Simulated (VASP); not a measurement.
# BN (Qingsongite) (F-43m) in VASP: G0W0 quasiparticle levels with LDA

Aim: the G0W0 quasiparticle levels of BN (Qingsongite) with LDA.

All numbers are computed with VASP 6.6.1; they aren't measurements. Logs are shortened: lines on timing, memory, paths and dates and some standing lists are left out, and cuts for length are marked.

## 1. The cell of the first run

The structure is cubic, space group F-43m (No. 216). The conventional cell has a = 3.615 Å, b = 3.615 Å, c = 3.615 Å, α = 90.00°, β = 90.00°, γ = 90.00°. Within 2.1 Å of B (site symmetry -43m) lie 4 N at 1.57 Å. N (site symmetry -43m) has 4 B at 1.57 Å within 2.1 Å.

## 2. G0W0 quasiparticle levels, LDA

POSCAR reads:

```
BN
1.0
    0.0000000000      1.8075000000      1.8075000000
    1.8075000000      0.0000000000      1.8075000000
    1.8075000000      1.8075000000      0.0000000000
B N
1 1
Direct
    0.0000000000      0.0000000000      0.0000000000
    0.2500000000      0.2500000000      0.2500000000
```

INCAR.step1 reads:

```
SYSTEM = BN
PREC     = Accurate       ! precision mode
ENCUT    = 500            ! plane-wave cutoff, eV
EDIFF    = 1E-8           ! SCF threshold, eV
ISMEAR   = 0              ! smearing method
SIGMA    = 0.01           ! smearing width, eV
LREAL    = .FALSE.        ! projectors in reciprocal space
LASPH    = .TRUE.         ! aspherical terms in the spheres
NELM     = 100            ! most SCF steps
ALGO     = Normal         ! electronic algorithm
LWAVE    = .TRUE.         ! write WAVECAR
LCHARG   = .FALSE.        ! write CHGCAR
GGA      = CA             ! functional
```

INCAR.step2 reads:

```
SYSTEM = BN
PREC     = Accurate       ! precision mode
ENCUT    = 500            ! plane-wave cutoff, eV
EDIFF    = 1E-8           ! SCF threshold, eV
ISMEAR   = 0              ! smearing method
SIGMA    = 0.01           ! smearing width, eV
LREAL    = .FALSE.        ! projectors in reciprocal space
LASPH    = .TRUE.         ! aspherical terms in the spheres
NELM     = 1              ! most SCF steps
ALGO     = Exact          ! electronic algorithm
LWAVE    = .TRUE.         ! write WAVECAR
LCHARG   = .FALSE.        ! write CHGCAR
GGA      = CA             ! functional
NBANDS   = 44             ! bands
LOPTICS  = .TRUE.         ! frequency-dependent dielectric function
ISTART   = 1
```

INCAR.step3 reads:

```
SYSTEM = BN
PREC     = Accurate       ! precision mode
ENCUT    = 500            ! plane-wave cutoff, eV
EDIFF    = 1E-8           ! SCF threshold, eV
ISMEAR   = 0              ! smearing method
SIGMA    = 0.01           ! smearing width, eV
LREAL    = .FALSE.        ! projectors in reciprocal space
LASPH    = .TRUE.         ! aspherical terms in the spheres
ALGO     = EVGW0          ! electronic algorithm
LWAVE    = .FALSE.        ! write WAVECAR
LCHARG   = .FALSE.        ! write CHGCAR
GGA      = CA             ! functional
NELMGW   = 1            
NBANDS   = 44             ! bands
ENCUTGW  = 100.0          ! cutoff of the response function
NOMEGA   = 48             ! frequency points
PRECFOCK = Fast         
ISTART   = 1            
NBANDSGW = 12
```

KPOINTS reads:

```
regular mesh
0
G
  6 6 6
  0 0 0
```

Potentials or basis: VASP PAW LDA potentials, release 64 (B_GW, N_GW).

Run with:

```console
$ cat potpaw_LDA.64/B_GW/POTCAR potpaw_LDA.64/N_GW/POTCAR > POTCAR
$ cp INCAR.step1 INCAR
$ mpirun -np 1 vasp_std > vasp.out
$ cp INCAR.step2 INCAR
$ mpirun -np 1 vasp_std > vasp.out
$ cp INCAR.step3 INCAR
$ mpirun -np 1 vasp_std > vasp.out
```

OUTCAR:

```text
SYSTEM = BN
   PREC = Accurate
   ENCUT = 500
   EDIFF = 1E-8
   ISMEAR = 0
   LREAL = .FALSE.
   LASPH = .TRUE.
   GGA = CA
   NELMGW = 1
   ENCUTGW = 100.0
   PRECFOCK = Fast
   ISTART = 1

 ion  position               nearest neighbor table
   1  0.000  0.000  0.000-   2 1.57   2 1.57   2 1.57   2 1.57
   2  0.250  0.250  0.250-   1 1.57   1 1.57   1 1.57   1 1.57

  LATTYP: Found a face centered cubic cell.
 ALAT       =     3.6150000000

  Lattice vectors:

 A1 = (   0.0000000000,   1.8075000000,   1.8075000000)
 A2 = (   1.8075000000,   0.0000000000,   1.8075000000)
 A3 = (   1.8075000000,   1.8075000000,   0.0000000000)

Analysis of symmetry for initial positions (statically):
=====================================================================
 Subroutine PRICEL returns:
 Original cell was already a primitive cell.

 Routine SETGRP: Setting up the symmetry group for a
 face centered cubic supercell.

 Subroutine GETGRP returns: Found 24 space group operations
 (whereof 24 operations were pure point group operations)
 out of a pool of 48 trial point group operations.

The static configuration has the point symmetry T_d .

Analysis of symmetry for dynamics (positions and initial velocities):
=====================================================================
 Subroutine PRICEL returns:
 Original cell was already a primitive cell.

 Routine SETGRP: Setting up the symmetry group for a
 face centered cubic supercell.

 Subroutine GETGRP returns: Found 24 space group operations
 (whereof 24 operations were pure point group operations)
 out of a pool of 48 trial point group operations.

The dynamic configuration has the point symmetry T_d .

 Subroutine INISYM returns: Found 24 space group operations
 (whereof 24 operations are pure point group operations),
 and found     1 'primitive' translations

----------------------------------------------------------------------------------------

[... 81 lines left out ...]
   ENCUT  =  500.0 eV  36.75 Ry    6.06 a.u.   4.66  4.66  4.66*2*pi/ulx,y,z
   NELM   =     60;   NELMIN=  2; NELMDL=  0     # of ELM steps
   EDIFF  = 0.1E-07   stopping-criterion for ELM
   LREAL  =      F    real-space projection
   EDIFFG = 0.1E-06   stopping-criterion for IOM
   NSW    =      0    number of steps for IOM
   IBRION =     -1    ionic relax: 0-MD 1-quasi-New 2-CG
   NFREE  =      0    steps in history (QN), initial steepest desc. (CG)
   ISIF   =      0    stress and relaxation
   ISYM   =      3    0-nonsym 1-usesym 2-fastsym
   POTIM  = 0.5000    time-step for ionic-motion
   TEBEG  =    0.0;   TEEND  =   0.0 temperature during run
   PSTRESS=    0.0 pullay stress
   NELECT =       8.0000    total number of electrons
   NUPDOWN=      -1.0000    fix difference up-down
   EMIN   =  10.00;   EMAX   =-10.00  energy-range for DOS
   EFERMI =   0.00;   METHOD = LEGACY
   ISMEAR =     0;   SIGMA  =   0.01  broadening in eV -4-tet -1-fermi 0-gaus
   EFERMI_NEDOS =   21; number of points for ismear=-14 and -15
   IALGO  =     38    algorithm
   IMIX   =      4    mixing-type and parameters
     AMIX     =   0.40;   BMIX     =  1.00
     AMIX_MAG =   1.60;   BMIX_MAG =  1.00
  volume/ion in A,a.u.               =       5.91        39.85
  Fermi-wavevector in a.u.,A,eV,Ry     =   1.437749  2.716952 28.124920  2.067123
  Thomas-Fermi vector in A             =   2.556793
   LORBIT       =      0    0 simple, 1 ext, 2 COOP (PROOUT), +10 PAW based schemes
   GGA     = CA    functional components
   LHFCALC =     T    Hartree Fock is set to
   PRECFOCK=fast      Normal, Fast or Accurate (Low or Medium for compatibility)
   ENCUT4O =  -1.0   cutoff for four orbital integrals eV
   NKREDX  =     1    reduce k-point grid by
   NKREDY  =     1    reduce k-point grid by
   NKREDZ  =     1    reduce k-point grid by
   AEXX    =    1.0000 exact exchange contribution
   HFSCREEN=    0.0000 screening length (either q_TF or 0.3 A-1)
   HFSCREENC=   0.0000 screening length for correlation (either q_TF or 0.3 A-1)
   ENCUTFOCK=  -1.0 apply spherical cutoff to Coloumb kernel
   IVDW    =     0    specifies the selected vdW correction
   LEPSILON=     F    determine dielectric tensor
   LRPA    =     F    only Hartree local field effects (RPA)
   LRPAFORCE           =     F    calculate RPA forces
   ENCUTGW             = 100.0    cutoff for response function in eV
   ENCUTGWSOFT         =  80.0    soft cutoff for Coulomb kernel in GW response function in eV
   ENCUTLF             =  -1.0    cutoff for local field effects
   NELMGW              =     1    number of iterations in solving QP/BSE equation
   NELMHF              =     1    number of iterations in the inner HF iteration
   NKREDLFX            =     1    NKREDLFY  =   1   NKREDLFZ  =   1
 non-spin polarized calculation
 Gauss-broadening in eV      SIGMA  =   0.01
  energy-cutoff  :      500.00
  volume of cell :       11.81
 maximum number of plane-waves:       310
 NGX is ok and might be reduce to    20
  NGX = 12; NGY = 12; NGZ = 12
   NGX =  9   NGY =  9   NGZ =  9
 maximum number of plane-waves:        30
 NGX is ok and might be reduce to    10

 QP shifts <psi_nk| G(iteration)W_0 |psi_nk>: iteration 1
 for sc-GW calculations column KS-energies equals QP-energies in previous step
 and V_xc(KS)=  KS-energies - (<T + V_ion + V_H > + <T+V_H+V_ion>^1  + <V_x>^1)

 k-point   1 :       0.0000    0.0000    0.0000
  band No.  KS-energies  QP-energies   sigma(KS)   V_xc(KS)     V^pw_x(r,r')   Z            occupation Imag(sigma)

      1     -12.6003     -14.3840     -17.7320     -15.4292     -26.3548       0.7746       2.0000       1.4316
      2       7.4675       7.1153     -18.8504     -18.4239     -21.8338       0.8259       2.0000       0.0934
      3       7.4675       7.1153     -18.8504     -18.4239     -21.8338       0.8259       2.0000       0.0934
      4       7.4675       7.1153     -18.8504     -18.4239     -21.8338       0.8259       2.0000       0.0934
      5      16.1555      17.8996     -12.0550     -14.1501      -7.0228       0.8325       0.0000      -0.1103
      6      16.1555      17.8996     -12.0550     -14.1501      -7.0228       0.8325       0.0000      -0.1103
      7      16.1555      17.8996     -12.0550     -14.1501      -7.0228       0.8325       0.0000      -0.1103
      8      17.9085      19.2262     -13.8920     -15.5064      -8.3602       0.8162       0.0000      -0.1372
      9      31.9570      32.8825     -10.7601     -11.9282      -3.3242       0.7923       0.0000      -0.6030
     10      35.2642      36.7521     -11.6721     -13.4502      -5.4328       0.8369       0.0000      -0.5763
     11      35.2642      36.7521     -11.6721     -13.4502      -5.4328       0.8369       0.0000      -0.5763
     12      35.5898      36.7199     -10.2282     -11.5778      -3.0604       0.8374       0.0000      -0.9769
[... 228 lines left out ...]
      1      -6.6985      -8.1065     -19.1701     -17.2993     -26.7247       0.7526       2.0000       0.6562
      2      -0.6874      -1.9684     -17.2153     -15.5801     -22.0210       0.7834       2.0000       0.2110
      3       1.2531       0.2428     -17.2576     -15.9934     -21.4157       0.7992       2.0000       0.1593
      4       1.2655       0.3405     -16.6874     -15.5356     -20.5770       0.8031       2.0000       0.1508
      5      15.1150      16.4885     -12.6141     -14.2584      -7.8969       0.8354       0.0000      -0.1069
      6      19.3780      20.8470     -11.9805     -13.7518      -6.5908       0.8293       0.0000      -0.1314
      7      22.4229      24.4082     -13.0527     -15.5559      -6.4592       0.7931       0.0000      -0.2214
      8      24.1010      26.2256     -13.3225     -16.0308      -6.5438       0.7845       0.0000      -0.2489
      9      26.7843      28.9467     -13.9533     -16.7307      -6.8654       0.7786       0.0000      -0.3327
     10      33.0594      35.0336     -11.8894     -14.3681      -4.2023       0.7964       0.0000      -0.7455
     11      37.4487      38.9459     -11.4416     -13.2564      -4.1837       0.8250       0.0000      -0.9807
     12      40.5848      42.2945     -11.2090     -13.2866      -3.7988       0.8229       0.0000      -1.0920
```

OUTCAR.step2:

```text
SYSTEM = BN
   PREC = Accurate
   ENCUT = 500
   EDIFF = 1E-8
[... 850 lines left out ...]
  --------------------------------------------------------------------------------------------------------------
     0.00000     4.85073     4.85073     4.85073     0.00000     0.00000     0.00000
     1.67517     4.92513     4.92513     4.92513     0.00000     0.00000     0.00000
     3.35035     5.17301     5.17301     5.17301     0.00000     0.00000     0.00000
     5.02552     5.68317     5.68317     5.68317     0.00000     0.00000     0.00000
     6.70070     6.74048     6.74048     6.74048     0.00000     0.00000    -0.00000
     8.37587    10.15988    10.15988    10.15988     0.00000     0.00000    -0.00000
[... 92 lines left out ...]
   164.16712     0.96478     0.96478     0.96478    -0.00000    -0.00000    -0.00000
   165.84229     0.96554     0.96554     0.96554    -0.00000    -0.00000    -0.00000
```

Run time: 2.9 min. Hardware: 1 thread of AMD EPYC 7R13, shared host; peak memory 0.16 GiB.

What came out:

* Band gap on the k mesh, mean-field level: 4.35 eV, indirect (least direct gap 8.69 eV)
* Quasiparticle gap: 5.72 eV
* Least direct quasiparticle gap: 10.78 eV

Caveat: the k points lie up to 0.50 Å⁻¹ apart; bands, screening cutoff and mesh are small and nothing is extrapolated, so the quasiparticle values aren't converged. A k mesh can miss the band edges.
